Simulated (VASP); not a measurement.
# ZnS in VASP: single point with PBE

Aim: the single point of ZnS with PBE.

All numbers are computed with VASP 6.6.1; they aren't measurements. Logs are shortened: lines on timing, memory, paths and dates and some standing lists are left out, and cuts for length are marked.

**1. The cell of the first run**

The cell holds a slab with vacuum, 12 atoms: a = 3.846 Å, b = 3.846 Å, c = 24.997 Å, α = 85.59°, β = 85.59°, γ = 60.00°.

**2. Single point, PBE (the distance across one plane changed)**

Input file INCAR:

```
SYSTEM = ZnS
PREC     = Accurate       ! precision mode
ENCUT    = 520            ! plane-wave cutoff, eV
EDIFF    = 1E-7           ! SCF threshold, eV
ISMEAR   = 0              ! smearing method
SIGMA    = 0.05           ! smearing width, eV
LREAL    = .False.        ! projectors in reciprocal space
LASPH    = .True.         ! aspherical terms in the spheres
NELM     = 80             ! most SCF steps
ALGO     = Fast           ! electronic algorithm
ISIF     = 2              ! what is computed and relaxed
LWAVE    = .False.        ! write WAVECAR
LCHARG   = .True.         ! write CHGCAR
GGA      = PE             ! functional
LELF     = .True.         ! ELF
LVHAR    = .True.       
ISYM     = 0            
NBANDS   = 66             ! bands
```

Input file KPOINTS:

```
regular mesh
0
Gamma
  8 8 2
  0 0 0
```

Input file POSCAR:

```
ZnS
1.0
   -3.8462043731      0.0000000000      0.0000000000
   -1.9231021865     -3.3309106952      0.0000000000
   -1.9231021865     -1.1103035651     24.8985751533
Zn S
6 6
Direct
    0.0485498529      0.0485498529      0.4586004414
    0.5083869121      0.5083869121      0.0790892638
    0.4240261547      0.4240261547      0.3321715359
    0.9641890955      0.9641890955      0.7116827135
    0.3396690776      0.3396690776      0.5852427673
    0.7995061368      0.7995061368      0.2057315897
    0.4767625487      0.4767625487      0.1739623538
    1.0169254895      1.0169254895      0.5534735314
    0.3080478222      0.3080478222      0.6801065334
    0.7678848814      0.7678848814      0.3005953558
    0.3924614089      0.3924614089      0.4268657733
    0.8522984681      0.8522984681      0.0473545957
```

Potentials or basis: VASP PAW PBE potentials, release 64 (Zn, S).

Run with:

```
$ cat potpaw_PBE.64/Zn/POTCAR potpaw_PBE.64/S/POTCAR > POTCAR
$ mpirun -np 1 vasp_std > vasp.out
```

OUTCAR:

```text
SYSTEM = ZnS
   PREC = Accurate
   ENCUT = 520
   EDIFF = 1E-7
   ISMEAR = 0
   LREAL = .False.
   LASPH = .True.
   NELM = 80
   ISIF = 2
   GGA = PE
   ISYM = 0

 ion  position               nearest neighbor table
   1  0.049  0.049  0.459-  11 2.36  11 2.36  11 2.36   8 2.36
   2  0.508  0.508  0.079-  12 2.36  12 2.36  12 2.36   7 2.36
   3  0.424  0.424  0.332-  10 2.36  10 2.36  10 2.36  11 2.36
   4  0.964  0.964  0.712-   9 2.36   9 2.36   9 2.36
   5  0.340  0.340  0.585-   8 2.36   8 2.36   8 2.36   9 2.36
   6  0.800  0.800  0.206-   7 2.36   7 2.36   7 2.36  10 2.36
   7  0.477  0.477  0.174-   6 2.36   6 2.36   6 2.36   2 2.36
   8  0.017  0.017  0.553-   5 2.36   5 2.36   5 2.36   1 2.36
   9  0.308  0.308  0.680-   4 2.36   4 2.36   4 2.36   5 2.36
  10  0.768  0.768  0.301-   3 2.36   3 2.36   3 2.36   6 2.36
  11  0.392  0.392  0.427-   1 2.36   1 2.36   1 2.36   3 2.36
  12  0.852  0.852  0.047-   2 2.36   2 2.36   2 2.36

IMPORTANT INFORMATION: All symmetrisations will be switched off!
NOSYMM: (Re-)initialisation of all symmetry stuff for point group C_1.

----------------------------------------------------------------------------------------

                                     Primitive cell

  volume of cell :     318.9847

  direct lattice vectors                    reciprocal lattice vectors
    -3.846204373  0.000000000  0.000000000    -0.259996584  0.150109098 -0.013387647
    -1.923102186 -3.330910695  0.000000000     0.000000000 -0.300218196 -0.013387647
    -1.923102186 -1.110303565 24.898575153     0.000000000  0.000000000  0.040162941

  length of vectors
     3.846204373  3.846204373 24.997402679     0.300516546  0.300516546  0.040162941

  position of ions in fractional coordinates (direct lattice)
     0.048549853  0.048549853  0.458600441
     0.508386912  0.508386912  0.079089264
     0.424026155  0.424026155  0.332171536
     0.964189095  0.964189095  0.711682713
     0.339669078  0.339669078  0.585242767
     0.799506137  0.799506137  0.205731590
     0.476762549  0.476762549  0.173962354
     0.016925489  0.016925489  0.553473531
     0.308047822  0.308047822  0.680106533
     0.767884881  0.767884881  0.300595356
     0.392461409  0.392461409  0.426865773
     0.852298468  0.852298468  0.047354596

  ion indices of the primitive-cell ions
   primitive index   ion index
                 1           1
                 2           2
                 3           3
                 4           4
                 5           5
                 6           6
                 7           7
                 8           8
                 9           9
                10          10
                11          11
                12          12

----------------------------------------------------------------------------------------

 KPOINTS: regular mesh

Automatic generation of k-mesh.
 Grid dimensions read from file:
 generate k-points for:    8    8    2

 Generating k-lattice:

  Cartesian coordinates                     Fractional coordinates (reciprocal lattice)
    -0.032499573  0.018763637 -0.001673456     0.125000000  0.000000000  0.000000000
     0.000000000 -0.037527275 -0.001673456     0.000000000  0.125000000 -0.000000000
     0.000000000  0.000000000  0.020081470     0.000000000  0.000000000  0.500000000

  Length of vectors
     0.037564568  0.037564568  0.020081470

  Shift w.r.t. Gamma in fractional coordinates (k-lattice)
     0.000000000  0.000000000  0.000000000

 -----------------------------------------------------------------------------
|                                                                             |
|           W    W    AA    RRRRR   N    N  II  N    N   GGGG   !!!           |
|           W    W   A  A   R    R  NN   N  II  NN   N  G    G  !!!           |
|           W    W  A    A  R    R  N N  N  II  N N  N  G       !!!           |
|           W WW W  AAAAAA  RRRRR   N  N N  II  N  N N  G  GGG   !            |
|           WW  WW  A    A  R   R   N   NN  II  N   NN  G    G                |
|           W    W  A    A  R    R  N    N  II  N    N   GGGG   !!!           |
|                                                                             |
|     Your reciprocal lattice and k-lattice belong to different lattice       |
|     classes:                                                                |
|                                                                             |
|        The reciprocal lattice is rhombohedral (trigonal),                   |
|        whereas your k-lattice is base-centered monoclinic.                  |
|                                                                             |
|     Results are often still useful ...                                      |
|                                                                             |
 -----------------------------------------------------------------------------

 WARNING: IBZKPT: internal override: KBLOWUP is changed to .FALSE.
      ... skipping the blow-up phase ...

 Subroutine IBZKPT returns following result:
 ===========================================

 Found     68 irreducible k-points:

 Following reciprocal coordinates:
            Coordinates               Weight
  0.000000  0.000000  0.000000      1.000000
  0.125000  0.000000 -0.000000      2.000000
  0.250000  0.000000 -0.000000      2.000000
  0.375000 -0.000000 -0.000000      2.000000
  0.500000  0.000000 -0.000000      1.000000
  0.000000  0.125000  0.000000      2.000000
[... 16 lines left out ...]
  0.125000  0.375000 -0.000000      2.000000
  0.250000  0.375000 -0.000000      2.000000
 [... further k-points ...]
   k-points           NKPTS =     68   k-points in BZ     NKDIM =     68   number of bands    NBANDS=     66
   number of dos      NEDOS =    301   number of ions     NIONS =     12
   total plane-waves  NPLWV = 172800
   dimension x,y,z NGX =    30 NGY =   30 NGZ =  192
   dimension x,y,z NGXF=    60 NGYF=   60 NGZF=  384
   ions per type =               6   6
   NGX,Y,Z   is equivalent  to a cutoff of  12.97, 12.97, 12.77 a.u.
   NGXF,Y,Z  is equivalent  to a cutoff of  25.93, 25.93, 25.54 a.u.
 SYSTEM =  ZnS
   PREC   = accura    normal or accurate (medium, high low for compatibility)
   ISTART =      0    job   : 0-new  1-cont  2-samecut
   ICHARG =      2    charge: 1-file 2-atom 10-const
   ISPIN  =      1    spin polarized calculation?
   LNONCOLLINEAR =      F non collinear calculations
   LSORBIT =      F    spin-orbit coupling
   LASPH  =      T    aspherical Exc in radial PAW
   ENCUT  =  520.0 eV  38.22 Ry    6.18 a.u.   7.15  7.15 46.48*2*pi/ulx,y,z
   NELM   =     80;   NELMIN=  2; NELMDL= -5     # of ELM steps
   EDIFF  = 0.1E-06   stopping-criterion for ELM
   LREAL  =      F    real-space projection
   EDIFFG = 0.1E-05   stopping-criterion for IOM
   NSW    =      0    number of steps for IOM
   IBRION =     -1    ionic relax: 0-MD 1-quasi-New 2-CG
   NFREE  =      0    steps in history (QN), initial steepest desc. (CG)
   ISIF   =      2    stress and relaxation
   ISYM   =      0    0-nonsym 1-usesym 2-fastsym
   POTIM  = 0.5000    time-step for ionic-motion
   TEBEG  =    0.0;   TEEND  =   0.0 temperature during run
   PSTRESS=    0.0 pullay stress
   NELECT =     108.0000    total number of electrons
   NUPDOWN=      -1.0000    fix difference up-down
   EMIN   =  10.00;   EMAX   =-10.00  energy-range for DOS
   EFERMI =   0.00;   METHOD = LEGACY
   ISMEAR =     0;   SIGMA  =   0.05  broadening in eV -4-tet -1-fermi 0-gaus
   EFERMI_NEDOS =   21; number of points for ismear=-14 and -15
   IALGO  =     68    algorithm
   IMIX   =      4    mixing-type and parameters
     AMIX     =   0.40;   BMIX     =  1.00
     AMIX_MAG =   1.60;   BMIX_MAG =  1.00
  volume/ion in A,a.u.               =      26.58       179.38
  Fermi-wavevector in a.u.,A,eV,Ry     =   1.141019  2.156213 17.713750  1.301924
  Thomas-Fermi vector in A             =   2.277720
   LORBIT       =      0    0 simple, 1 ext, 2 COOP (PROOUT), +10 PAW based schemes
   GGA     = PE    functional components
   LHFCALC =     F    Hartree Fock is set to
   AEXX    =    0.0000 exact exchange contribution
   IVDW    =     0    specifies the selected vdW correction
   LEPSILON=     F    determine dielectric tensor
   LRPA    =     F    only Hartree local field effects (RPA)
 non-spin polarized calculation
 RMM-DIIS sequential band-by-band and
 Gauss-broadening in eV      SIGMA  =   0.05
  energy-cutoff  :      520.00
  volume of cell :      318.98
 maximum number of plane-waves:      8637
 NGX is ok and might be reduce to    30
   NGX = 15   NGY = 15   NGZ = 93

 number of electron     108.0000022 magnetization

 Free energy of the ion-electron system (eV)
  ---------------------------------------------------
  ext. energy  EPLUGINS =         0.00000000
  ---------------------------------------------------
  free energy    TOTEN  =       -38.99721411 eV

  energy without entropy =      -38.98698584  energy(sigma->0) =      -38.99209998

 E-fermi :   0.9756     XC(G=0):  -7.7416

 val. band max:        0.9658421784   @ k =  -0.1250   0.1250   0.0000
 cond. band min:       0.9795402026   @ k =  -0.1250   0.1250   0.0000
 fundamental gap:      0.0136980241
 Fermi energy:         0.9755722130

 k-point     1 :       0.0000    0.0000    0.0000
  band No.  band energies     occupation
      1     -14.1670      2.00000
      2     -13.4239      2.00000
      3     -12.7876      2.00000
      4     -12.1597      2.00000
      5     -11.5026      2.00000
      6     -10.4752      2.00000
[... 58 lines left out ...]
     65       5.8246      0.00000
     66       5.9434      0.00000

 k-point     2 :       0.1250    0.0000   -0.0000
  band No.  band energies     occupation
      1     -14.0806      2.00000
      2     -13.3420      2.00000
      3     -12.7067      2.00000
      4     -12.0791      2.00000
      5     -11.4243      2.00000
      6     -10.3962      2.00000
[... 1576 lines left out ...]
     65       6.8156      0.00000
     66       7.1112      0.00000

 [... further k-points ...]

------------------------ aborting loop because EDIFF is reached ----------------------------------------

  FORCE on cell =-STRESS in cart. coord.  units (eV):
  Direction    XX          YY          ZZ          XY          YZ          ZX
  --------------------------------------------------------------------------------------
  -------------------------------------------------------------------------------------
  Total       -1.2125796     -1.2123421      2.1390216     -0.0002084      0.0002531      0.0004390
  in kB       -6.0904728     -6.0892798     10.7437507     -0.0010465      0.0012714      0.0022051
  external PRESSURE =      -0.4786673 kB  Pullay stress =       0.0000000 kB

 VOLUME and BASIS-vectors are now :
 -----------------------------------------------------------------------------
  energy-cutoff  :      520.00
  volume of cell :      318.98
      direct lattice vectors                 reciprocal lattice vectors
    -3.846204373  0.000000000  0.000000000    -0.259996584  0.150109098 -0.013387647
    -1.923102186 -3.330910695  0.000000000     0.000000000 -0.300218196 -0.013387647
    -1.923102186 -1.110303565 24.898575153     0.000000000  0.000000000  0.040162941

 POSITION                                       TOTAL-FORCE (eV/Angst)
 -----------------------------------------------------------------------------------
     -1.16203     -0.67090     11.41850        -0.000619     -0.000357     -0.399302
     -3.08514     -1.78120      1.96921         0.000390      0.000225     -0.404643
     -3.08514     -1.78120      8.27060        -0.000416     -0.000240     -0.399808
     -6.93134     -4.00181     17.71989        -0.000964     -0.000556     -0.419450
     -3.08514     -1.78120     14.57171        -0.000125     -0.000072     -0.484923
     -5.00824     -2.89151      5.12242        -0.000056     -0.000032     -0.417986
     -3.08514     -1.78120      4.33141         0.000328      0.000189      0.508672
     -1.16203     -0.67090     13.78070         0.000303      0.000173      0.372105
     -3.08514     -1.78120     16.93368         0.000287      0.000165      0.794551
     -5.00824     -2.89151      7.48440         0.000278      0.000161      0.396105
     -3.08514     -1.78120     10.62835         0.000306      0.000176      0.391065
     -5.00824     -2.89151      1.17906         0.000288      0.000168      0.063614
 -----------------------------------------------------------------------------------
    total drift:                               -0.003621     -0.002093      0.000830

  FREE ENERGIE OF THE ION-ELECTRON SYSTEM (eV)
  ---------------------------------------------------
  free  energy   TOTEN  =       -38.9972141105 eV

  energy  without entropy=      -38.9869858412  energy(sigma->0) =      -38.99209998
```

Run time: 2.3 h. Hardware: 1 thread of Oxide Virtual Turin-like, shared host; peak memory 1.1 GiB.

Results:

```
Free energy            : -38.9972 eV
Largest force          : 0.795 eV/Å
Band gap on the k mesh : zero (bands 54 and 55 overlap by 0.48 eV)
```

Forces on the atoms (eV/Å):
```
Zn  -0.001  0.000 -0.399
Zn   0.000  0.000 -0.405
Zn   0.000  0.000 -0.400
Zn  -0.001 -0.001 -0.419
Zn   0.000  0.000 -0.485
Zn   0.000  0.000 -0.418
S    0.000  0.000  0.509
S    0.000  0.000  0.372
S    0.000  0.000  0.795
S    0.000  0.000  0.396
S    0.000  0.000  0.391
S    0.000  0.000  0.064
```

Caveat: the cell differs from its parent crystal (the distance across one plane changed).
